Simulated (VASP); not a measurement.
Here is a VASP 6.6.1 calculation.

The input INCAR:

```
ALGO = Normal ; EDIFF = 1E-6
ENCUT = 500 ; GGA = PS
GGA_COMPAT = False ; ISIF = 2
ISMEAR = -1 ; LASPH = True
LCHARG = False ; LREAL = False
LWAVE = False ; NBANDS = 15
NELM = 120 ; PREC = Accurate
SIGMA = 0.05
```

File KPOINTS:

```
k-points
0
Gamma
  6 6 6
```

POSCAR

```
RbCl
1.0
   -0.0327400000      3.2740000000      3.2740000000
    3.2740000000     -0.0327400000      3.2740000000
    3.2412600000      3.2412600000      0.0000000000
Rb Cl
1 1
Direct
    0.0000000000      0.0000000000      0.0000000000
    0.5000000000      0.5000000000      0.5000000000
```

Potentials or basis: VASP PAW PBE potentials, release 64 (Rb_sv, Cl).

Command:

```sh
$ cat potpaw_PBE.64/Rb_sv/POTCAR potpaw_PBE.64/Cl/POTCAR > POTCAR
$ mpirun -np 1 vasp_std > vasp.out
```

Estimate the band gap on the k mesh.

4.87 eV, direct.

Estimate the pressure.

0.0 GPa.

Stress tensor (GPa, compression positive):
```
-0.02  0.10  0.00
 0.10 -0.02  0.00
 0.00  0.00 -0.03
```

Caveat: the PAW data sets were made with another functional, which shifts forces and pressure a little. PBEsol gaps usually lie below the measured ones, often by a third to a half.
